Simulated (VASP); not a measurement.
Here is a VASP 6.6.1 calculation.

Contents of INCAR:

```
ALGO = Normal
EDIFF = 1E-7
EDIFFG = -0.005
ENCUT = 600
GGA = PE
IBRION = 2
ISIF = 3
ISMEAR = -1
IVDW = 13
LASPH = True
LCHARG = False
LREAL = False
LWAVE = False
NELM = 100
NSW = 80
PREC = Accurate
SIGMA = 0.02
```

KPOINTS

```
k-points
0
Gamma
  6 6 6
```

The input POSCAR:

```
Bi
1.0
    2.2631390234      1.3066239244      3.9308538311
   -2.2631390234      1.3066239244      3.9308538311
    0.0000000000     -2.6132478488      3.9308538311
Bi
2
Direct
    0.2353105711      0.2353105711      0.2353105711
    0.7646894289      0.7646894289      0.7646894289
```

Potentials or basis: VASP PAW PBE potentials, release 64 (Bi_d).

Run with:

```sh
$ cat potpaw_PBE.64/Bi_d/POTCAR > POTCAR
$ mpirun -np 1 vasp_std > vasp.out
```

(1) Estimate the space group after relaxing (to 0.05 Å).

(2) What does it give for the relaxed volume?

## Answers

(1) R-3m (No. 166).

(2) 34.77 Å³/atom.

Caveat: pairwise dispersion overbinds metals, which lowers pressure and volume.
